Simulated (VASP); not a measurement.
# BC7 in VASP: a series of runs

The runs below take BC7 through single point, with PBE.

Program: VASP 6.6.1. These are calculated values, not measurements. Logs are shortened: lines on timing, memory, paths and dates and some standing lists are left out, and cuts for length are marked.

### Step 1. The cell of the first run

Symmetry: P-43m, No. 215, cubic system. The conventional cell has a = 3.584 Å, b = 3.584 Å, c = 3.584 Å, α = 90.00°, β = 90.00°, γ = 90.00°. C (site symmetry 3m) has 3 C at 1.54 Å and 1 B at 1.58 Å within 2.1 Å. C (site symmetry -42m) has 4 C at 1.54 Å within 2.1 Å. B (site symmetry -43m) has 4 C at 1.58 Å within 2.1 Å.

### Step 2. Single point, PBE

Input file INCAR:

```
SYSTEM = BC7
ALGO = Normal ; EDIFF = 1E-7
ENCUT = 520 ; GGA = PE
ISIF = 2 ; ISMEAR = 0
LASPH = .True. ; LCHARG = .False.
LREAL = .False. ; LWAVE = .False.
NBANDS = 26 ; NELM = 80
PREC = Accurate ; SIGMA = 0.02
```

Input file KPOINTS:

```
k-points
0
Gamma
  9 9 9
  0 0 0
```

Input file POSCAR:

```
BC7
1.0
    3.5835832977      0.0000000000      0.0000000000
    0.0000000000      3.5835832977      0.0000000000
    0.0000000000      0.0000000000      3.5835832977
C B
7 1
Direct
    0.2547790000      0.2547790000      0.2547790000
    0.2547790000      0.7452210000      0.7452210000
    0.7452210000      0.2547790000      0.7452210000
    0.7452210000      0.7452210000      0.2547790000
    0.5000000000      0.0000000000      0.5000000000
    0.5000000000      0.5000000000      0.0000000000
    0.0000000000      0.5000000000      0.5000000000
    0.0000000000      0.0000000000      0.0000000000
```

Potentials or basis: VASP PAW PBE potentials, release 64 (C, B).

The run is started by

```
$ cat potpaw_PBE.64/C/POTCAR potpaw_PBE.64/B/POTCAR > POTCAR
$ mpirun -np 1 vasp_std > vasp.out
```

OUTCAR:

```text
SYSTEM = BC7
   EDIFF = 1E-7
   ENCUT = 520
   GGA = PE
   ISIF = 2
   ISMEAR = 0
   LASPH = .True.
   LREAL = .False.
   NELM = 80
   PREC = Accurate

 ion  position               nearest neighbor table
   1  0.255  0.255  0.255-   5 1.54   6 1.54   7 1.54   8 1.58
   2  0.255  0.745  0.745-   5 1.54   6 1.54   7 1.54   8 1.58
   3  0.745  0.255  0.745-   5 1.54   6 1.54   7 1.54   8 1.58
   4  0.745  0.745  0.255-   5 1.54   6 1.54   7 1.54   8 1.58
   5  0.500  0.000  0.500-   1 1.54   2 1.54   3 1.54   4 1.54
   6  0.500  0.500  0.000-   1 1.54   2 1.54   3 1.54   4 1.54
   7  0.000  0.500  0.500-   1 1.54   2 1.54   3 1.54   4 1.54
   8  0.000  0.000  0.000-   1 1.58   2 1.58   3 1.58   4 1.58

  LATTYP: Found a simple cubic cell.
 ALAT       =     3.5835832977

  Lattice vectors:

 A1 = (   3.5835832977,   0.0000000000,   0.0000000000)
 A2 = (   0.0000000000,   3.5835832977,   0.0000000000)
 A3 = (   0.0000000000,   0.0000000000,   3.5835832977)

Analysis of symmetry for initial positions (statically):
=====================================================================
 Subroutine PRICEL returns:
 Original cell was already a primitive cell.

 Routine SETGRP: Setting up the symmetry group for a
 simple cubic supercell.

 Subroutine GETGRP returns: Found 24 space group operations
 (whereof 24 operations were pure point group operations)
 out of a pool of 48 trial point group operations.

The static configuration has the point symmetry T_d .

Analysis of symmetry for dynamics (positions and initial velocities):
=====================================================================
 Subroutine PRICEL returns:
 Original cell was already a primitive cell.

 Routine SETGRP: Setting up the symmetry group for a
 simple cubic supercell.

 Subroutine GETGRP returns: Found 24 space group operations
 (whereof 24 operations were pure point group operations)
 out of a pool of 48 trial point group operations.

The dynamic configuration has the point symmetry T_d .

 Subroutine INISYM returns: Found 24 space group operations
 (whereof 24 operations are pure point group operations),
 and found     1 'primitive' translations

----------------------------------------------------------------------------------------

                                     Primitive cell

  volume of cell :      46.0206

  direct lattice vectors                    reciprocal lattice vectors
     3.583583298  0.000000000  0.000000000     0.279050302  0.000000000  0.000000000
     0.000000000  3.583583298  0.000000000     0.000000000  0.279050302  0.000000000
     0.000000000  0.000000000  3.583583298     0.000000000  0.000000000  0.279050302

  length of vectors
     3.583583298  3.583583298  3.583583298     0.279050302  0.279050302  0.279050302

  position of ions in fractional coordinates (direct lattice)
     0.254779000  0.254779000  0.254779000
     0.254779000  0.745221000  0.745221000
     0.745221000  0.254779000  0.745221000
     0.745221000  0.745221000  0.254779000
     0.500000000  0.000000000  0.500000000
     0.500000000  0.500000000  0.000000000
     0.000000000  0.500000000  0.500000000
     0.000000000  0.000000000  0.000000000

  ion indices of the primitive-cell ions
   primitive index   ion index
                 1           1
                 2           2
                 3           3
                 4           4
                 5           5
                 6           6
                 7           7
                 8           8

----------------------------------------------------------------------------------------

 KPOINTS: k-points

Automatic generation of k-mesh.
 Grid dimensions read from file:
 generate k-points for:    9    9    9

 Generating k-lattice:

  Cartesian coordinates                     Fractional coordinates (reciprocal lattice)
     0.031005589  0.000000000  0.000000000     0.111111111  0.000000000  0.000000000
     0.000000000  0.031005589  0.000000000     0.000000000  0.111111111  0.000000000
     0.000000000  0.000000000  0.031005589     0.000000000  0.000000000  0.111111111

  Length of vectors
     0.031005589  0.031005589  0.031005589

  Shift w.r.t. Gamma in fractional coordinates (k-lattice)
     0.000000000  0.000000000  0.000000000

 Subroutine IBZKPT returns following result:
 ===========================================

 Found     35 irreducible k-points:

 Following reciprocal coordinates:
            Coordinates               Weight
  0.000000  0.000000  0.000000      1.000000
  0.111111  0.000000  0.000000      6.000000
  0.222222  0.000000  0.000000      6.000000
  0.333333  0.000000  0.000000      6.000000
  0.444444  0.000000  0.000000      6.000000
  0.111111  0.111111  0.000000     12.000000
[... 16 lines left out ...]
  0.333333  0.333333  0.111111     24.000000
  0.444444  0.333333  0.111111     48.000000
 [... further k-points ...]
   k-points           NKPTS =     35   k-points in BZ     NKDIM =     35   number of bands    NBANDS=     26
   number of dos      NEDOS =    301   number of ions     NIONS =      8
   total plane-waves  NPLWV =  21952
   dimension x,y,z NGX =    28 NGY =   28 NGZ =   28
   dimension x,y,z NGXF=    56 NGYF=   56 NGZF=   56
   ions per type =               7   1
   NGX,Y,Z   is equivalent  to a cutoff of  12.99, 12.99, 12.99 a.u.
   NGXF,Y,Z  is equivalent  to a cutoff of  25.98, 25.98, 25.98 a.u.
 SYSTEM =  BC7
   PREC   = accura    normal or accurate (medium, high low for compatibility)
   ISTART =      0    job   : 0-new  1-cont  2-samecut
   ICHARG =      2    charge: 1-file 2-atom 10-const
   ISPIN  =      1    spin polarized calculation?
   LNONCOLLINEAR =      F non collinear calculations
   LSORBIT =      F    spin-orbit coupling
   LASPH  =      T    aspherical Exc in radial PAW
   ENCUT  =  520.0 eV  38.22 Ry    6.18 a.u.   6.66  6.66  6.66*2*pi/ulx,y,z
   NELM   =     80;   NELMIN=  2; NELMDL= -5     # of ELM steps
   EDIFF  = 0.1E-06   stopping-criterion for ELM
   LREAL  =      F    real-space projection
   EDIFFG = 0.1E-05   stopping-criterion for IOM
   NSW    =      0    number of steps for IOM
   IBRION =     -1    ionic relax: 0-MD 1-quasi-New 2-CG
   NFREE  =      0    steps in history (QN), initial steepest desc. (CG)
   ISIF   =      2    stress and relaxation
   ISYM   =      2    0-nonsym 1-usesym 2-fastsym
   POTIM  = 0.5000    time-step for ionic-motion
   TEBEG  =    0.0;   TEEND  =   0.0 temperature during run
   PSTRESS=    0.0 pullay stress
   NELECT =      31.0000    total number of electrons
   NUPDOWN=      -1.0000    fix difference up-down
   EMIN   =  10.00;   EMAX   =-10.00  energy-range for DOS
   EFERMI =   0.00;   METHOD = LEGACY
   ISMEAR =     0;   SIGMA  =   0.02  broadening in eV -4-tet -1-fermi 0-gaus
   EFERMI_NEDOS =   21; number of points for ismear=-14 and -15
   IALGO  =     38    algorithm
   IMIX   =      4    mixing-type and parameters
     AMIX     =   0.40;   BMIX     =  1.00
     AMIX_MAG =   1.60;   BMIX_MAG =  1.00
  volume/ion in A,a.u.               =       5.75        38.82
  Fermi-wavevector in a.u.,A,eV,Ry     =   1.435086  2.711919 28.020811  2.059471
  Thomas-Fermi vector in A             =   2.554423
   LORBIT       =      0    0 simple, 1 ext, 2 COOP (PROOUT), +10 PAW based schemes
   GGA     = PE    functional components
   LHFCALC =     F    Hartree Fock is set to
   AEXX    =    0.0000 exact exchange contribution
   IVDW    =     0    specifies the selected vdW correction
   LEPSILON=     F    determine dielectric tensor
   LRPA    =     F    only Hartree local field effects (RPA)
 non-spin polarized calculation
 Gauss-broadening in eV      SIGMA  =   0.02
  energy-cutoff  :      520.00
  volume of cell :       46.02
 maximum number of plane-waves:      1264
 NGX is ok and might be reduce to    28
   NGX = 13   NGY = 13   NGZ = 13

 number of electron      30.9999999 magnetization

 Free energy of the ion-electron system (eV)
  ---------------------------------------------------
  ext. energy  EPLUGINS =         0.00000000
  ---------------------------------------------------
  free energy    TOTEN  =       -69.13110694 eV

  energy without entropy =      -69.13079102  energy(sigma->0) =      -69.13094898

 E-fermi :   8.3559     XC(G=0): -13.1310

 val. band max:        8.3061670027   @ k =   0.3333   0.2222   0.2222
 cond. band min:       8.3646936587   @ k =   0.3333   0.1111   0.1111
 fundamental gap:      0.0585266559
 Fermi energy:         8.3559463058

 k-point     1 :       0.0000    0.0000    0.0000
  band No.  band energies     occupation
      1     -11.7007      2.00000
      2      -3.6308      2.00000
      3      -3.6308      2.00000
      4      -3.2224      2.00000
      5      -3.2224      2.00000
      6      -3.2224      2.00000
[... 18 lines left out ...]
     25      15.6432      0.00000
     26      24.1242      0.00000

 k-point     2 :       0.1111    0.0000    0.0000
  band No.  band energies     occupation
      1     -11.5919      2.00000
      2      -4.9167      2.00000
      3      -3.5649      2.00000
      4      -3.1529      2.00000
      5      -3.1529      2.00000
      6      -2.1781      2.00000
[... 18 lines left out ...]
     25      16.1760      0.00000
     26      24.1882      0.00000

 k-point     3 :       0.2222    0.0000    0.0000
  band No.  band energies     occupation
      1     -11.2683      2.00000
      2      -6.3600      2.00000
      3      -3.3835      2.00000
      4      -2.9603      2.00000
      5      -2.9603      2.00000
      6      -1.4051      2.00000
[... 18 lines left out ...]
     25      17.4478      0.00000
     26      24.0956      0.00000

 k-point     4 :       0.3333    0.0000    0.0000
  band No.  band energies     occupation
      1     -10.7434      2.00000
      2      -7.6658      2.00000
      3      -3.1437      2.00000
      4      -2.7028      2.00000
      5      -2.7028      2.00000
      6      -0.8289      2.00000
[... 18 lines left out ...]
     25      19.0192      0.00000
     26      23.2056      0.00000

 k-point     5 :       0.4444    0.0000    0.0000
  band No.  band energies     occupation
      1     -10.0980      2.00000
      2      -8.7097      2.00000
      3      -2.9594      2.00000
      4      -2.5015      2.00000
      5      -2.5015      2.00000
      6      -0.3619      2.00000
[... 18 lines left out ...]
     25      20.5003      0.00000
     26      21.5778      0.00000

 k-point     6 :       0.1111    0.1111    0.0000
  band No.  band energies     occupation
      1     -11.4832      2.00000
      2      -5.0499      2.00000
      3      -4.5425      2.00000
      4      -3.0934      2.00000
      5      -2.6629      2.00000
      6      -1.5554      2.00000
[... 427 lines left out ...]
 k-point    21 :       0.3333    0.2222    0.1111
  band No.  band energies     occupation
      1     -10.2081      2.00000
      2      -7.2269      2.00000
      3      -5.4458      2.00000
      4      -3.6980      2.00000
      5      -1.7496      2.00000
      6      -0.3804      2.00000
[... 18 lines left out ...]
     25      21.2978      0.00000
     26      21.4187      0.00000

 k-point    22 :       0.4444    0.2222    0.1111
  band No.  band energies     occupation
      1      -9.5625      2.00000
      2      -8.2333      2.00000
      3      -5.0865      2.00000
      4      -3.7102      2.00000
      5      -1.8786      2.00000
      6      -0.9633      2.00000
[... 18 lines left out ...]
     25      20.6664      0.00000
     26      21.3624      0.00000

 k-point    23 :       0.3333    0.3333    0.1111
  band No.  band energies     occupation
      1      -9.6886      2.00000
      2      -7.0521      2.00000
      3      -6.3901      2.00000
      4      -4.0206      2.00000
      5      -1.9556      2.00000
      6      -0.0790      2.00000
[... 18 lines left out ...]
     25      21.1413      0.00000
     26      22.1276      0.00000

 k-point    24 :       0.4444    0.3333    0.1111
  band No.  band energies     occupation
      1      -9.0392      2.00000
      2      -7.8076      2.00000
      3      -6.2055      2.00000
      4      -4.5393      2.00000
      5      -1.6750      2.00000
      6      -0.6055      2.00000
[... 18 lines left out ...]
     25      20.5549      0.00000
     26      21.8486      0.00000

 [... further k-points ...]
[... 5 lines left out ...]
  --------------------------------------------------------------------------------------
  -------------------------------------------------------------------------------------
  Total        3.6665488      3.6665488      3.6665488      0.0000000      0.0000000      0.0000000
  in kB      127.6484484    127.6484484    127.6484484      0.0000000      0.0000000      0.0000000
  external PRESSURE =     127.6484484 kB  Pullay stress =       0.0000000 kB

 VOLUME and BASIS-vectors are now :
 -----------------------------------------------------------------------------
  energy-cutoff  :      520.00
  volume of cell :       46.02
      direct lattice vectors                 reciprocal lattice vectors
     3.583583298  0.000000000  0.000000000     0.279050302  0.000000000  0.000000000
     0.000000000  3.583583298  0.000000000     0.000000000  0.279050302  0.000000000
     0.000000000  0.000000000  3.583583298     0.000000000  0.000000000  0.279050302

 POSITION                                       TOTAL-FORCE (eV/Angst)
 -----------------------------------------------------------------------------------
      0.91302      0.91302      0.91302        -0.016313     -0.016313     -0.016313
      0.91302      2.67056      2.67056        -0.016313      0.016313      0.016313
      2.67056      0.91302      2.67056         0.016313     -0.016313      0.016313
      2.67056      2.67056      0.91302         0.016313      0.016313     -0.016313
      1.79179      0.00000      1.79179         0.000000      0.000000     -0.000000
      1.79179      1.79179      0.00000        -0.000000      0.000000      0.000000
      0.00000      1.79179      1.79179        -0.000000      0.000000     -0.000000
      0.00000      0.00000      0.00000         0.000000      0.000000      0.000000
 -----------------------------------------------------------------------------------
    total drift:                               -0.000000     -0.000000      0.000000

  FREE ENERGIE OF THE ION-ELECTRON SYSTEM (eV)
  ---------------------------------------------------
  free  energy   TOTEN  =       -69.1311069394 eV

  energy  without entropy=      -69.1307910198  energy(sigma->0) =      -69.13094898
```

Run time: 53 s. Hardware: 1 thread of AMD EPYC 7R13 (Zen 3), shared host; peak memory 0.13 GiB.

Results:

| Item | Value |
| --- | --- |
| Free energy | -69.1311 eV |
| Pressure | 12.8 GPa |
| Largest force | 0.028 eV/Å |

Forces in eV/Å, atoms in the order of the input:
```
C   -0.016 -0.016 -0.016
C   -0.016  0.016  0.016
C    0.016 -0.016  0.016
C    0.016  0.016 -0.016
C    0.000  0.000  0.000
C    0.000  0.000  0.000
C    0.000  0.000  0.000
B    0.000  0.000  0.000
```

Levels at points of the mesh, in eV from the Fermi level:
| k point | band 13 | band 14 | band 15 | band 16 | band 17 | band 18 | band 19 | band 20 |
| --- | --- | --- | --- | --- | --- | --- | --- | --- |
| (0.00, 0.00, 0.00) | -4.48 | 1.57 | 1.57 | 1.57 | 5.61 | 5.61 | 5.61 | 5.90 |

### Step 3. Single point, PBE

This run uses another cell than the first one, of 5.93 Å³/atom, 1.031 times its volume.

Input file INCAR:

```
SYSTEM = BC7
PREC = Accurate ; ENCUT = 520
EDIFF = 1E-6 ; ISMEAR = 0
SIGMA = 0.02 ; LREAL = .False.
LASPH = .True. ; NELM = 100
ALGO = Normal ; ISIF = 2
LWAVE = .False. ; LCHARG = .False.
GGA = PE ; NBANDS = 26
```

Input file KPOINTS:

```
regular mesh
0
Gamma
  9 9 9
  0 0 0
```

POSCAR, as its differences from that of step 2:

```diff
@@ -2,5 +2,5 @@
 1.0
-    3.5835832977      0.0000000000      0.0000000000
-    0.0000000000      3.5835832977      0.0000000000
-    0.0000000000      0.0000000000      3.5835832977
+    3.6201530000      0.0000000000      0.0000000000
+    0.0000000000      3.6201530000      0.0000000000
+    0.0000000000      0.0000000000      3.6201530000
 C B
```

Potentials or basis: VASP PAW PBE potentials, release 64 (C, B).

The run is started by

```
$ cat potpaw_PBE.64/C/POTCAR potpaw_PBE.64/B/POTCAR > POTCAR
$ mpirun -np 1 vasp_std > vasp.out
```

Wall time 49 s (1 thread of AMD EPYC 7R13 (Zen 3), shared host); peak memory 0.13 GiB.

It converged, with:

```yaml
Free_energy: -69.1894 eV
Pressure: 0.2 GPa
Largest_force: 0.027 eV/Å
```

Forces in eV/Å, atoms in the order of the input:
```
C   -0.015 -0.015 -0.015
C   -0.015  0.015  0.015
C    0.015 -0.015  0.015
C    0.015  0.015 -0.015
C    0.000  0.000  0.000
C    0.000  0.000  0.000
C    0.000  0.000  0.000
B    0.000  0.000  0.000
```

Levels at points of the mesh, in eV from the Fermi level:
| k point | band 12 | band 13 | band 14 | band 15 | band 16 | band 17 | band 18 | band 19 | band 20 | band 21 |
| --- | --- | --- | --- | --- | --- | --- | --- | --- | --- | --- |
| (0.00, 0.00, 0.00) | -4.34 | -4.34 | 1.54 | 1.54 | 1.54 | 5.53 | 5.53 | 5.53 | 5.81 | 5.81 |

[end of part 1 of 2]
